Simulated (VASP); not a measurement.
## TaN: single point with RPBE+D4

TaN:

```xyz
2
Lattice="0.0000 2.1941 2.1941 2.1941 0.0000 2.1941 2.1941 2.1941 0.0000" Properties=species:S:1:pos:R:3 pbc="T T T"
Ta    2.1941    2.1941    2.1941
N     0.0000    0.0000    0.0000
```

```
Program             : VASP 6.6.1
Task                : single point
Functional          : RPBE
Dispersion          : D4
Potentials or basis : VASP PAW PBE potentials, release 64 (Ta_pv, N)
Cutoff              : 520 eV
k mesh              : 10 × 10 × 10
Occupations         : fermi-dirac, width 0.05 eV
Spin                : no spin polarisation
```

```json
{
 "Pressure": "0.8 GPa",
 "Band gap on the k mesh": "zero (band 8 reaches 11.65 eV, above the bottom of band 9 at 7.61 eV)",
 "Dispersion energy per atom": "-0.626 eV"
}
```

Levels at points of the mesh, in eV from the Fermi level:
```
           k point  band 5  band 6  band 7  band 8  band 9  band 10  band 11  band 12
(0.00, 0.00, 0.00)   -3.88   -3.88   -3.88   -2.15   -2.15    -2.15     0.04     0.04
(0.50, 0.00, 0.00)  -10.46   -7.66   -7.66    1.89    1.89     1.99     3.78     7.59
(0.50, 0.50, 0.00)   -6.71   -5.54   -4.69   -4.69    2.11     3.55     3.55     4.56
```

Wall time 9.2 s on 1 thread of Intel(R) Xeon(R) Platinum 8488C (Sapphire Rapids), with other jobs on the host, peak memory 0.14 GiB.

Caveat: the PAW data sets were made with another functional, which shifts forces and pressure a little; spin-orbit coupling is left out, which moves the levels of the heavy elements; pairwise dispersion overbinds metals, which lowers pressure and volume.
